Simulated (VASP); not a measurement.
# ZnAu (P1) in VASP: single point with PBE

Aim: the single point of ZnAu with PBE.

All numbers are computed with VASP 6.6.1; they aren't measurements. Logs are shortened: lines on timing, memory, paths and dates and some standing lists are left out, and cuts for length are marked.

## (1) The cell of the first run

The typed cell holds 16 atoms: a = 7.157 Å, b = 7.283 Å, c = 5.243 Å, α = 78.69°, β = 82.55°, γ = 93.91°.

## (2) Single point, PBE

The input, INCAR:

```
SYSTEM = ZnAu
  PREC = Accurate
  ENCUT = 520
  EDIFF = 1E-6
  ISMEAR = 0
  SIGMA = 0.1
  LREAL = Auto
  LASPH = .TRUE.
  NELM = 80
  ALGO = Fast
  ISIF = 2
  LWAVE = .FALSE.
  LCHARG = .TRUE.
  GGA = PE
  LELF = .TRUE.
  LVHAR = .TRUE.
  ISYM = 0
  NBANDS = 106
```

The input, KPOINTS:

```
Automatic mesh
0
Gamma
  2 2 2
  0.5 0.5 0.5
```

The input, POSCAR:

```
ZnAu
1.0
    7.1403661010     -0.2644241331      0.4078632638
   -0.2644241331      7.2526968431      0.6102695064
    0.4078632638      0.6102695064      5.1911887778
Zn Au
8 8
Direct
    0.9578629067      0.1092947015      0.3444060737
    0.3938224525      0.5517049159      1.2732946306
    0.5898474890      0.9191701469      0.4571092666
    0.6995976694      0.3206245331      0.0508700092
    1.0348260473      0.4320764098      0.5350773456
    0.2990127792      0.2148167082      0.8261214381
    0.2207208154      0.8316240258      0.7503090083
    0.8511759692      0.7187881640      0.7278325003
   -0.0601534016      0.0537391845      0.8687658353
    0.5188539236      0.9165076142     -0.0200655169
    0.0878232436      0.4669658905      1.0099632868
    0.3380525102      0.1721259732      0.3298480377
    0.1336588289      0.8088708374      0.2829777554
    0.4895144384      0.5696200540      0.7535412139
    0.7633225445      0.6445278863      0.2518915688
    0.6673603740      0.2583473272      0.5770122307
```

Potentials or basis: VASP PAW PBE potentials, release 64 (Zn, Au).

Command:

```bash
$ cat potpaw_PBE.64/Zn/POTCAR potpaw_PBE.64/Au/POTCAR > POTCAR
$ mpirun -np 1 vasp_std > vasp.out
```

OUTCAR:

```text
SYSTEM = ZnAu
   PREC = Accurate
   ENCUT = 520
   EDIFF = 1E-6
   ISMEAR = 0
   LREAL = Auto
   LASPH = .TRUE.
   NELM = 80
   ISIF = 2
   GGA = PE
   ISYM = 0

 ion  position               nearest neighbor table
   1  0.958  0.109  0.344-   9 2.62  13 2.65  16 2.68   9 2.68  12 2.72   5 2.78   3 2.83  11 2.86
                             4 2.89
   2  0.394  0.552  0.273-  15 2.67  14 2.70  12 2.72  14 2.72  13 2.73   5 2.75  10 2.82  11 2.83
                            16 3.31
   3  0.590  0.919  0.457-  10 2.62  16 2.71  14 2.71  12 2.71  10 2.72  15 2.75   8 2.81   1 2.83
                             7 2.84
   4  0.700  0.321  0.051-  16 2.65  16 2.68  15 2.80  14 2.80  12 2.83  11 2.87   1 2.89   9 2.90
                            10 3.24
   5  0.035  0.432  0.535-  11 2.62  11 2.69   2 2.75   1 2.78  13 2.80  16 2.80   8 2.82   6 2.94
                            15 2.94   9 2.94  12 3.19
   6  0.299  0.215  0.826-  12 2.65  12 2.66  11 2.70   9 2.71  16 2.75  14 2.77  10 2.82   7 2.92
                             5 2.94
   7  0.221  0.832  0.750-  13 2.64  10 2.68   8 2.74   9 2.75  13 2.75  11 2.78  14 2.80   3 2.84
                             6 2.92  12 2.97
   8  0.851  0.719  0.728-  15 2.68  14 2.71   7 2.74   9 2.74  15 2.79   3 2.81  13 2.82   5 2.82
                            11 2.90  10 3.14
   9  0.940  0.054  0.869-   1 2.62   1 2.68   6 2.71   8 2.74   7 2.75   4 2.90  16 2.94   5 2.94
                            10 3.05  13 3.07  15 3.32  11 3.37
  10  0.519  0.917  0.980-   3 2.62   7 2.68   3 2.72   2 2.82   6 2.82  16 2.96  13 2.97  14 3.00
                            15 3.01   9 3.05  12 3.09   8 3.14   4 3.24
  11  0.088  0.467  0.010-   5 2.62   5 2.69   6 2.70   7 2.78   2 2.83   1 2.86   4 2.87   8 2.90
                            14 2.99  15 2.99  13 3.12  12 3.24   9 3.37
  12  0.338  0.172  0.330-   6 2.65   6 2.66   3 2.71   1 2.72   2 2.72   4 2.83  16 2.92   7 2.97
                            13 3.00  10 3.09   5 3.19  11 3.24
  13  0.134  0.809  0.283-   7 2.64   1 2.65   2 2.73   7 2.75   5 2.80   8 2.82  15 2.87  10 2.97
                            12 3.00   9 3.07  11 3.12
  14  0.490  0.570  0.754-   2 2.70   3 2.71   8 2.71   2 2.72   6 2.77   7 2.80   4 2.80  16 2.92
                            11 2.99  10 3.00  15 3.00  15 3.56
  15  0.763  0.645  0.252-   2 2.67   8 2.68   3 2.75   8 2.79   4 2.80  13 2.87   5 2.94  16 2.97
                            11 2.99  14 3.00  10 3.01   9 3.32  14 3.56
  16  0.667  0.258  0.577-   4 2.65   1 2.68   4 2.68   3 2.71   6 2.75   5 2.80  14 2.92  12 2.92
                             9 2.94  10 2.96  15 2.97   2 3.31

IMPORTANT INFORMATION: All symmetrisations will be switched off!
NOSYMM: (Re-)initialisation of all symmetry stuff for point group C_1.

----------------------------------------------------------------------------------------

                                     Primitive cell

  volume of cell :     264.4752

  direct lattice vectors                    reciprocal lattice vectors
     7.140366101 -0.264424133  0.407863264     0.140949636  0.006131319 -0.011794974
    -0.264424133  7.252696843  0.610269506     0.006131319  0.139523969 -0.016883987
[... 112 lines left out ...]
     AMIX_MAG =   1.60;   BMIX_MAG =  1.00
  volume/ion in A,a.u.               =      16.53       111.55
  Fermi-wavevector in a.u.,A,eV,Ry     =   1.450616  2.741267 28.630555  2.104286
  Thomas-Fermi vector in A             =   2.568207
   LORBIT       =      0    0 simple, 1 ext, 2 COOP (PROOUT), +10 PAW based schemes
   GGA     = PE    functional components
   LHFCALC =     F    Hartree Fock is set to
   AEXX    =    0.0000 exact exchange contribution
   IVDW    =     0    specifies the selected vdW correction
   LEPSILON=     F    determine dielectric tensor
   LRPA    =     F    only Hartree local field effects (RPA)
 non-spin polarized calculation
 RMM-DIIS sequential band-by-band and
 Gauss-broadening in eV      SIGMA  =   0.10
  energy-cutoff  :      520.00
  volume of cell :      264.48
 maximum number of plane-waves:      7125
 NGX is ok and might be reduce to    54
   NGX = 27   NGY = 27   NGZ = 19

 number of electron     184.0000004 magnetization

 Free energy of the ion-electron system (eV)
  ---------------------------------------------------
  ext. energy  EPLUGINS =         0.00000000
  ---------------------------------------------------
  free energy    TOTEN  =       -38.68078866 eV

  energy without entropy =      -38.67923876  energy(sigma->0) =      -38.68001371

 E-fermi :   5.9947     XC(G=0): -12.0196

 val. band max:        5.8134381241   @ k =   0.2500  -0.2500   0.2500
 cond. band min:       6.1661084302   @ k =  -0.2500   0.2500   0.2500
 fundamental gap:      0.3526703061
 Fermi energy:         5.9947262786

 k-point     1 :       0.2500    0.2500    0.2500
  band No.  band energies     occupation
      1      -3.0599      2.00000
      2      -1.7347      2.00000
      3      -1.6781      2.00000
      4      -1.6315      2.00000
      5      -1.5610      2.00000
      6      -1.5053      2.00000
[... 417 lines left out ...]
    103       9.8235      0.00000
    104      10.4924      0.00000
 [bands above 104 left out]

------------------------ aborting loop because EDIFF is reached ----------------------------------------

  FORCE on cell =-STRESS in cart. coord.  units (eV):
  Direction    XX          YY          ZZ          XY          YZ          ZX
  --------------------------------------------------------------------------------------
  -------------------------------------------------------------------------------------
  Total        0.2306655      0.2099145      0.2918680     -0.0446448      0.0729287     -0.0009192
  in kB        1.3973597      1.2716511      1.7681215     -0.2704560      0.4417984     -0.0055683
  external PRESSURE =       1.4790441 kB  Pullay stress =       0.0000000 kB

 VOLUME and BASIS-vectors are now :
 -----------------------------------------------------------------------------
  energy-cutoff  :      520.00
  volume of cell :      264.48
      direct lattice vectors                 reciprocal lattice vectors
     7.140366101 -0.264424133  0.407863264     0.140949636  0.006131319 -0.011794974
    -0.264424133  7.252696843  0.610269506     0.006131319  0.139523969 -0.016883987
     0.407863264  0.610269506  5.191188778    -0.011794974 -0.016883987  0.195545676

 POSITION                                       TOTAL-FORCE (eV/Angst)
 -----------------------------------------------------------------------------------
      6.95106      0.74958      2.24525        -0.000699     -0.001857      0.002863
      2.77762      4.06400      1.91604        -0.000780      0.002500     -0.002720
      4.15511      6.78945      3.17446        -0.000467     -0.000911     -0.000306
      4.93135      2.17145      0.74508         0.005092      0.001499     -0.000767
      0.35266      3.45105      3.05557        -0.004631      0.004017     -0.001454
      2.41520      1.98309      4.54160         0.005662     -0.004022     -0.007043
[... 8 lines left out ...]
      5.38271      4.62645      2.01228         0.005241     -0.002493      0.015588
      4.93223      2.04938      3.42523        -0.006861      0.008084     -0.000653
 -----------------------------------------------------------------------------------
    total drift:                               -0.004718      0.002642      0.004608

  FREE ENERGIE OF THE ION-ELECTRON SYSTEM (eV)
  ---------------------------------------------------
  free  energy   TOTEN  =       -38.6807886619 eV

  energy  without entropy=      -38.6792387584  energy(sigma->0) =      -38.68001371
```

It took 2.1 min on 1 thread of AMD EPYC 9R45 (Zen 5), shared host; peak memory 0.34 GiB.

What came out:

- Free energy: -38.6808 eV
- Pressure: 0.1 GPa
- Largest force: 0.017 eV/Å
- Band gap on the k mesh: zero (bands 92 and 93 overlap by 0.37 eV)

Forces in eV/Å, atoms in the order of the input:
```
Zn  -0.001 -0.002  0.003
Zn  -0.001  0.003 -0.003
Zn   0.000 -0.001  0.000
Zn   0.005  0.001 -0.001
Zn  -0.005  0.004 -0.001
Zn   0.006 -0.004 -0.007
Zn  -0.004 -0.001  0.004
Zn   0.007 -0.004 -0.002
Au  -0.004 -0.002  0.000
Au   0.008  0.001 -0.006
Au  -0.006  0.008  0.001
Au  -0.005 -0.006  0.008
Au  -0.002 -0.002 -0.015
Au   0.003  0.000  0.005
Au   0.005 -0.002  0.016
Au  -0.007  0.008 -0.001
```

Levels at points of the mesh, in eV from the Fermi level:
| k point | band 90 | band 91 | band 92 | band 93 | band 94 | band 95 |
| --- | --- | --- | --- | --- | --- | --- |
| (0.25, 0.25, 0.25) | -1.58 | -0.96 | -0.68 | 1.87 | 2.18 | 2.48 |

Caveat: the k points lie up to 0.62 Å⁻¹ apart; spin-orbit coupling is left out, which moves the levels of the heavy elements.

The gap in the log of VASP goes by the Fermi energy; the results here count the filled bands.